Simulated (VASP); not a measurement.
# SiO2 (P2_13) in VASP: single point with PBE

Aim: the single point of SiO2 with PBE.

All numbers are computed with VASP 6.6.1; they aren't measurements. Logs are shortened: lines on timing, memory, paths and dates and some standing lists are left out, and cuts for length are marked.

### 1 The cell of the first run

Symmetry: P2_13, No. 198, cubic system. The conventional cell has a = 7.082 Å, b = 7.082 Å, c = 7.082 Å, α = 90.00°, β = 90.00°, γ = 90.00°. Si (site symmetry 3) has 4 O at 1.61 to 1.63 Å within 2.1 Å. Within 2.1 Å of Si (site symmetry 3) lie 4 O at 1.61 to 1.62 Å. O (site symmetry 1) has 2 Si at 1.62 to 1.63 Å within 2.2 Å. O (site symmetry 3) has 2 Si at 1.61 Å within 2.1 Å.

### 2 Single point, PBE

File INCAR:

```
SYSTEM = SiO2
PREC     = Accurate       ! precision mode
ENCUT    = 520            ! plane-wave cutoff, eV
EDIFF    = 1E-7           ! SCF threshold, eV
ISMEAR   = -1             ! smearing method
SIGMA    = 0.02           ! smearing width, eV
LREAL    = Auto         
LASPH    = .True.         ! aspherical terms in the spheres
NELM     = 80             ! most SCF steps
ALGO     = Normal         ! electronic algorithm
ISIF     = 2              ! what is computed and relaxed
LWAVE    = .False.        ! write WAVECAR
LCHARG   = .False.        ! write CHGCAR
GGA      = PE             ! functional
NBANDS   = 82             ! bands
```

File KPOINTS:

```
regular mesh
0
Gamma
  3 3 3
  0 0 0
```

File POSCAR:

```
SiO2
1.0
    7.0817519600      0.0000000000      0.0000000000
    0.0000000000      7.0817519600      0.0000000000
    0.0000000000      0.0000000000      7.0817519600
Si O
8 16
Direct
    0.9771259885      0.5228740115      0.4771259885
    0.5228740115      0.4771259885      0.9771259885
    0.4771259885      0.9771259885      0.5228740115
    0.0228740115      0.0228740115      0.0228740115
    0.7141775776      0.7858224224      0.2141775776
    0.7858224224      0.2141775776      0.7141775776
    0.2141775776      0.7141775776      0.7858224224
    0.2858224224      0.2858224224      0.2858224224
    0.8607175071      0.3328254486      0.5326132099
    0.3607175071      0.1671745514      0.4673867901
    0.1392824929      0.8328254486      0.9673867901
    0.1671745514      0.4673867901      0.3607175071
    0.9673867901      0.1392824929      0.8328254486
    0.4673867901      0.3607175071      0.1671745514
    0.3328254486      0.5326132099      0.8607175071
    0.5326132099      0.8607175071      0.3328254486
    0.1541929604      0.1541929604      0.1541929604
    0.3458070396      0.8458070396      0.6541929604
    0.6541929604      0.3458070396      0.8458070396
    0.8458070396      0.6541929604      0.3458070396
    0.6392824929      0.6671745514      0.0326132099
    0.0326132099      0.6392824929      0.6671745514
    0.6671745514      0.0326132099      0.6392824929
    0.8328254486      0.9673867901      0.1392824929
```

Potentials or basis: VASP PAW PBE potentials, release 64 (Si, O).

Launch:

```console
> cat potpaw_PBE.64/Si/POTCAR potpaw_PBE.64/O/POTCAR > POTCAR
> mpirun -np 1 vasp_std > vasp.out
```

OUTCAR:

```text
SYSTEM = SiO2
   PREC = Accurate
   ENCUT = 520
   EDIFF = 1E-7
   ISMEAR = -1
   LREAL = Auto
   LASPH = .True.
   NELM = 80
   ISIF = 2
   GGA = PE

 ion  position               nearest neighbor table
   1  0.977  0.523  0.477-  20 1.61  12 1.63   9 1.63  22 1.63   7 3.07   8 3.07   6 3.07
   2  0.523  0.477  0.977-  19 1.61  15 1.63  14 1.63  21 1.63   7 3.07   8 3.07   5 3.07
   3  0.477  0.977  0.523-  18 1.61  16 1.63  10 1.63  23 1.63   6 3.07   8 3.07   5 3.07
   4  0.023  0.023  0.023-  17 1.61  13 1.63  11 1.63  24 1.63   6 3.07   7 3.07   5 3.07
   5  0.714  0.786  0.214-  20 1.61  24 1.62  21 1.62  16 1.62   3 3.07   4 3.07   2 3.07
   6  0.786  0.214  0.714-  19 1.61  23 1.62   9 1.62  13 1.62   3 3.07   4 3.07   1 3.07
   7  0.214  0.714  0.786-  18 1.61  15 1.62  11 1.62  22 1.62   2 3.07   4 3.07   1 3.07
   8  0.286  0.286  0.286-  17 1.61  12 1.62  14 1.62  10 1.62   2 3.07   3 3.07   1 3.07
   9  0.861  0.333  0.533-   6 1.62   1 1.63
  10  0.361  0.167  0.467-   8 1.62   3 1.63
  11  0.139  0.833  0.967-   7 1.62   4 1.63
  12  0.167  0.467  0.361-   8 1.62   1 1.63
  13  0.967  0.139  0.833-   6 1.62   4 1.63
  14  0.467  0.361  0.167-   8 1.62   2 1.63
[... 8 lines left out ...]
  23  0.667  0.033  0.639-   6 1.62   3 1.63
  24  0.833  0.967  0.139-   5 1.62   4 1.63

  LATTYP: Found a simple cubic cell.
 ALAT       =     7.0817519600

  Lattice vectors:

 A1 = (   7.0817519600,   0.0000000000,   0.0000000000)
 A2 = (   0.0000000000,   7.0817519600,   0.0000000000)
 A3 = (   0.0000000000,   0.0000000000,   7.0817519600)

Analysis of symmetry for initial positions (statically):
=====================================================================
 Subroutine PRICEL returns:
 Original cell was already a primitive cell.

 Routine SETGRP: Setting up the symmetry group for a
 simple cubic supercell.

 Subroutine GETGRP returns: Found 12 space group operations
 (whereof  3 operations were pure point group operations)
 out of a pool of 48 trial point group operations.

The static configuration has the point symmetry C_3 .
 The point group associated with its full space group is T   .

Analysis of symmetry for dynamics (positions and initial velocities):
=====================================================================
 Subroutine PRICEL returns:
 Original cell was already a primitive cell.

 Routine SETGRP: Setting up the symmetry group for a
 simple cubic supercell.

 Subroutine GETGRP returns: Found 12 space group operations
 (whereof  3 operations were pure point group operations)
 out of a pool of 48 trial point group operations.

The dynamic configuration has the point symmetry C_3 .
 The point group associated with its full space group is T   .

 Subroutine INISYM returns: Found 12 space group operations
 (whereof  3 operations are pure point group operations),
 and found     1 'primitive' translations

----------------------------------------------------------------------------------------

                                     Primitive cell

  volume of cell :     355.1584

  direct lattice vectors                    reciprocal lattice vectors
     7.081751960  0.000000000  0.000000000     0.141207996  0.000000000  0.000000000
     0.000000000  7.081751960  0.000000000     0.000000000  0.141207996  0.000000000
     0.000000000  0.000000000  7.081751960     0.000000000  0.000000000  0.141207996

  length of vectors
     7.081751960  7.081751960  7.081751960     0.141207996  0.141207996  0.141207996

  position of ions in fractional coordinates (direct lattice)
     0.977125988  0.522874012  0.477125988
     0.522874012  0.477125988  0.977125988
     0.477125988  0.977125988  0.522874012
     0.022874012  0.022874012  0.022874012
     0.714177578  0.785822422  0.214177578
     0.785822422  0.214177578  0.714177578
[... 16 lines left out ...]
     0.667174551  0.032613210  0.639282493
     0.832825449  0.967386790  0.139282493

  ion indices of the primitive-cell ions
   primitive index   ion index
                 1           1
                 2           2
                 3           3
                 4           4
                 5           5
                 6           6
[... 16 lines left out ...]
                23          23
                24          24

----------------------------------------------------------------------------------------

 KPOINTS: regular mesh

Automatic generation of k-mesh.
 Grid dimensions read from file:
 generate k-points for:    3    3    3

 Generating k-lattice:

  Cartesian coordinates                     Fractional coordinates (reciprocal lattice)
     0.047069332  0.000000000  0.000000000     0.333333333  0.000000000  0.000000000
     0.000000000  0.047069332  0.000000000     0.000000000  0.333333333  0.000000000
     0.000000000  0.000000000  0.047069332     0.000000000  0.000000000  0.333333333

  Length of vectors
     0.047069332  0.047069332  0.047069332

  Shift w.r.t. Gamma in fractional coordinates (k-lattice)
     0.000000000  0.000000000  0.000000000

 Subroutine IBZKPT returns following result:
 ===========================================

 Found      4 irreducible k-points:

 Following reciprocal coordinates:
            Coordinates               Weight
  0.000000  0.000000  0.000000      1.000000
  0.333333  0.000000  0.000000      6.000000
  0.333333  0.333333  0.000000     12.000000
  0.333333  0.333333  0.333333      8.000000
   k-points           NKPTS =      4   k-points in BZ     NKDIM =      4   number of bands    NBANDS=     82
   number of dos      NEDOS =    301   number of ions     NIONS =     24
   total plane-waves  NPLWV = 157464
   dimension x,y,z NGX =    54 NGY =   54 NGZ =   54
   dimension x,y,z NGXF=   108 NGYF=  108 NGZF=  108
   ions per type =               8  16
   NGX,Y,Z   is equivalent  to a cutoff of  12.68, 12.68, 12.68 a.u.
   NGXF,Y,Z  is equivalent  to a cutoff of  25.35, 25.35, 25.35 a.u.
 SYSTEM =  SiO2
   PREC   = accura    normal or accurate (medium, high low for compatibility)
   ISTART =      0    job   : 0-new  1-cont  2-samecut
   ICHARG =      2    charge: 1-file 2-atom 10-const
   ISPIN  =      1    spin polarized calculation?
   LNONCOLLINEAR =      F non collinear calculations
   LSORBIT =      F    spin-orbit coupling
   LASPH  =      T    aspherical Exc in radial PAW
   ENCUT  =  520.0 eV  38.22 Ry    6.18 a.u.  13.17 13.17 13.17*2*pi/ulx,y,z
   NELM   =     80;   NELMIN=  2; NELMDL= -5     # of ELM steps
   EDIFF  = 0.1E-06   stopping-criterion for ELM
   LREAL  =      T    real-space projection
   EDIFFG = 0.1E-05   stopping-criterion for IOM
   NSW    =      0    number of steps for IOM
   IBRION =     -1    ionic relax: 0-MD 1-quasi-New 2-CG
   NFREE  =      0    steps in history (QN), initial steepest desc. (CG)
   ISIF   =      2    stress and relaxation
   ISYM   =      2    0-nonsym 1-usesym 2-fastsym
   POTIM  = 0.5000    time-step for ionic-motion
   TEBEG  =    0.0;   TEEND  =   0.0 temperature during run
   PSTRESS=    0.0 pullay stress
   NELECT =     128.0000    total number of electrons
   NUPDOWN=      -1.0000    fix difference up-down
   EMIN   =  10.00;   EMAX   =-10.00  energy-range for DOS
   EFERMI =   0.00;   METHOD = LEGACY
   ISMEAR =    -1;   SIGMA  =   0.02  broadening in eV -4-tet -1-fermi 0-gaus
   EFERMI_NEDOS =   21; number of points for ismear=-14 and -15
   IALGO  =     38    algorithm
   IMIX   =      4    mixing-type and parameters
     AMIX     =   0.40;   BMIX     =  1.00
     AMIX_MAG =   1.60;   BMIX_MAG =  1.00
  volume/ion in A,a.u.               =      14.80        99.86
  Fermi-wavevector in a.u.,A,eV,Ry     =   1.165031  2.201589 18.467147  1.357297
  Thomas-Fermi vector in A             =   2.301562
   LORBIT       =      0    0 simple, 1 ext, 2 COOP (PROOUT), +10 PAW based schemes
   GGA     = PE    functional components
   LHFCALC =     F    Hartree Fock is set to
   AEXX    =    0.0000 exact exchange contribution
   IVDW    =     0    specifies the selected vdW correction
   LEPSILON=     F    determine dielectric tensor
   LRPA    =     F    only Hartree local field effects (RPA)
 non-spin polarized calculation
  energy-cutoff  :      520.00
  volume of cell :      355.16
 maximum number of plane-waves:      9627
 NGX is ok and might be reduce to    54
   NGX = 27   NGY = 27   NGZ = 27

 number of electron     128.0000001 magnetization

 Free energy of the ion-electron system (eV)
  ---------------------------------------------------
  ext. energy  EPLUGINS =         0.00000000
  ---------------------------------------------------
  free energy    TOTEN  =      -189.75234669 eV

  energy without entropy =     -189.75234669  energy(sigma->0) =     -189.75234669

 E-fermi :   0.2178     XC(G=0):  -8.2659

 val. band max:       -0.2462215395   @ k =   0.3333   0.3333   0.3333
 cond. band min:       5.5019799814   @ k =   0.0000   0.0000   0.0000
 fundamental gap:      5.7482015209
 Fermi energy:         0.2178117830

 k-point     1 :       0.0000    0.0000    0.0000
  band No.  band energies     occupation
      1     -19.4348      2.00000
      2     -18.5469      2.00000
      3     -18.5469      2.00000
      4     -18.5469      2.00000
      5     -18.5220      2.00000
      6     -18.5220      2.00000
[... 68 lines left out ...]
     75       9.3420      0.00000
     76      10.1041      0.00000

 k-point     2 :       0.3333    0.0000    0.0000
  band No.  band energies     occupation
      1     -19.3231      2.00000
      2     -19.0055      2.00000
      3     -18.5419      2.00000
      4     -18.5358      2.00000
      5     -18.5314      2.00000
      6     -18.5255      2.00000
[... 68 lines left out ...]
     75       9.4808      0.00000
     76       9.5473      0.00000

 k-point     3 :       0.3333    0.3333    0.0000
  band No.  band energies     occupation
      1     -19.2235      2.00000
      2     -18.9515      2.00000
      3     -18.9333      2.00000
      4     -18.7704      2.00000
      5     -18.2860      2.00000
      6     -18.0902      2.00000
[... 68 lines left out ...]
     75       9.4687      0.00000
     76       9.4997      0.00000

 k-point     4 :       0.3333    0.3333    0.3333
  band No.  band energies     occupation
      1     -19.1444      2.00000
      2     -18.9455      2.00000
      3     -18.9384      2.00000
      4     -18.9295      2.00000
      5     -18.1044      2.00000
      6     -18.0980      2.00000
[... 68 lines left out ...]
     75       9.4531      0.00000
     76       9.6175      0.00000
 [bands above 76 left out]

------------------------ aborting loop because EDIFF is reached ----------------------------------------

  FORCE on cell =-STRESS in cart. coord.  units (eV):
  Direction    XX          YY          ZZ          XY          YZ          ZX
  --------------------------------------------------------------------------------------
  -------------------------------------------------------------------------------------
  Total        2.7402284      2.7402284      2.7402284     -0.0000000      0.0000000      0.0000000
  in kB       12.3616151     12.3616151     12.3616151     -0.0000000      0.0000000      0.0000000
  external PRESSURE =      12.3616151 kB  Pullay stress =       0.0000000 kB

 VOLUME and BASIS-vectors are now :
 -----------------------------------------------------------------------------
  energy-cutoff  :      520.00
  volume of cell :      355.16
      direct lattice vectors                 reciprocal lattice vectors
     7.081751960  0.000000000  0.000000000     0.141207996  0.000000000  0.000000000
     0.000000000  7.081751960  0.000000000     0.000000000  0.141207996  0.000000000
     0.000000000  0.000000000  7.081751960     0.000000000  0.000000000  0.141207996

 POSITION                                       TOTAL-FORCE (eV/Angst)
 -----------------------------------------------------------------------------------
      6.91976      3.70286      3.37889        -0.029998      0.029998     -0.029998
      3.70286      3.37889      6.91976         0.029998     -0.029998     -0.029998
      3.37889      6.91976      3.70286        -0.029998     -0.029998      0.029998
      0.16199      0.16199      0.16199         0.029998      0.029998      0.029998
      5.05763      5.56500      1.51675        -0.002242      0.002242     -0.002242
      5.56500      1.51675      5.05763         0.002242     -0.002242     -0.002242
[... 16 lines left out ...]
      4.72476      0.23096      4.52724        -0.002500      0.003892     -0.002540
      5.89786      6.85079      0.98636         0.002500     -0.003892     -0.002540
 -----------------------------------------------------------------------------------
    total drift:                                0.000001      0.000001     -0.000000

  FREE ENERGIE OF THE ION-ELECTRON SYSTEM (eV)
  ---------------------------------------------------
  free  energy   TOTEN  =      -189.7523466858 eV

  energy  without entropy=     -189.7523466857  energy(sigma->0) =     -189.75234669
```

Wall time 3.8 min (1 thread of Intel Xeon Platinum 8559C (Emerald Rapids), shared host); peak memory 0.41 GiB.

Results:

```yaml
Free_energy: -189.7523 eV
Pressure: 1.2 GPa
Largest_force: 0.052 eV/Å
Band_gap_on_the_k_mesh: 5.75 eV (least direct gap 5.76 eV)
```

Forces on the atoms (eV/Å):
```
Si  -0.030  0.030 -0.030
Si   0.030 -0.030 -0.030
Si  -0.030 -0.030  0.030
Si   0.030  0.030  0.030
Si  -0.002  0.002 -0.002
Si   0.002 -0.002 -0.002
Si  -0.002 -0.002  0.002
Si   0.002  0.002  0.002
O    0.003  0.003  0.004
O    0.003 -0.003 -0.004
O   -0.003  0.003 -0.004
O   -0.003 -0.004  0.003
O   -0.004 -0.003  0.003
O   -0.004  0.003 -0.003
O    0.003  0.004  0.003
O    0.004  0.003  0.003
O   -0.001 -0.001 -0.001
O    0.001  0.001 -0.001
O   -0.001  0.001  0.001
O    0.001 -0.001  0.001
O   -0.003 -0.003  0.004
O    0.004 -0.003 -0.003
O   -0.003  0.004 -0.003
O    0.003 -0.004 -0.003
```
